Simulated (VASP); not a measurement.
Input of a VASP 6.6.1 run:

The input POSCAR:

```
WS2
1.0
    3.1810954022      0.0000000000      0.0000000000
   -1.5905477011      2.7549094302      0.0000000000
    0.0000000000      0.0000000000     16.1032030033
W S
1 2
Direct
    0.3333333333      0.6666666667      0.0000000000
    0.6666666667      0.3333333333      0.9080224902
    0.6666666667      0.3333333333      0.0919775098
```

INCAR.step1

```
SYSTEM = WS2
ALGO = Normal ; EDIFF = 1E-4
ENCUT = 520 ; GGA = PE
ISMEAR = 0 ; LASPH = .True.
LCHARG = .False. ; LREAL = .False.
LWAVE = .True. ; NBANDS = 20
NELM = 100 ; PREC = Accurate
SIGMA = 0.05
```

Contents of INCAR.step2:

```
SYSTEM = WS2
ALGO = Normal ; EDIFF = 1E-6
ENCUT = 520 ; ISIF = 2
ISMEAR = 0 ; ISTART = 1
LASPH = .True. ; LCHARG = .False.
LMIXTAU = .True. ; LREAL = .False.
LWAVE = .False. ; METAGGA = R2SCAN
NBANDS = 20 ; NELM = 100
PREC = Accurate ; SIGMA = 0.05
```

File KPOINTS:

```
k-points
0
Gamma
  12 12 2
  0 0 0
```

Potentials or basis: VASP PAW PBE potentials, release 64 (W_sv, S).

The run is started by

```console
$ cat potpaw_PBE.64/W_sv/POTCAR potpaw_PBE.64/S/POTCAR > POTCAR
$ cp INCAR.step1 INCAR
$ mpirun -np 1 vasp_std > vasp.out
$ cp INCAR.step2 INCAR
$ mpirun -np 1 vasp_std > vasp.out
```

Q: What does it give for the band gap on the k mesh?

A: 1.29 eV (least direct gap 1.72 eV).

Q: What does it give for the largest force?

A: 1.824 eV/Å.

Forces on the atoms (eV/Å):
```
W    0.000  0.000  0.000
S    0.000  0.000 -1.824
S    0.000  0.000  1.824
```

Caveat: the cell differs from its parent crystal (strain +0.000 along x and y, -0.050 along z); the PAW data sets were made with another functional, which shifts forces and pressure a little; spin-orbit coupling is left out, which moves the levels of the heavy elements.
